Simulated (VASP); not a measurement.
Set up this calculation in VASP 6.6.1, as the native input.

- Task: single point
- Functional: PBE
- Potentials or basis: VASP PAW PBE potentials, release 64 (Mo_sv)
- Cutoff: 520 eV
- k mesh: 14 × 14 × 14
- Occupations: fermi-dirac, width 0.05 eV
- Spin: no spin polarisation
- Dipole correction: no
- Further INCAR settings: ALGO = Normal; EDIFF = 1e-07; NBANDS = 21

The structure of Mo lies in POSCAR:

```
Mo
1.0
    0.0000000000      2.7954190311      2.7954190311
    2.7954190311      0.0000000000      2.7954190311
    2.7954190311      2.7954190311      0.0000000000
Mo
2
Direct
   -0.1250000000     -0.1250000000     -0.1250000000
    0.1250000000      0.1250000000      0.1250000000
```

This isn't the form of Mo at room conditions, which is bcc.

One way to write it, as run:

INCAR

```
PREC = Accurate
ENCUT = 520
EDIFF = 1E-7
ISMEAR = -1
SIGMA = 0.05
LREAL = F
LASPH = T
NELM = 80
ALGO = Normal
ISIF = 2
LWAVE = F
LCHARG = F
GGA = PE
NBANDS = 21
```

KPOINTS

```
Automatic mesh
0
Gamma
  14 14 14
```

Potentials or basis: VASP PAW PBE potentials, release 64 (Mo_sv).

Launch:

```console
$ cat potpaw_PBE.64/Mo_sv/POTCAR > POTCAR
$ mpirun -np 1 vasp_std > vasp.out
```

It gave:

* Pressure: 6.6 GPa
* Band gap on the k mesh: zero (bands 14 and 15 overlap by 0.62 eV)

Caveat: the cell stands under pressure.

It took 100 s on 1 thread of Intel Xeon 8259CL (shared host), peak memory 0.22 GiB.
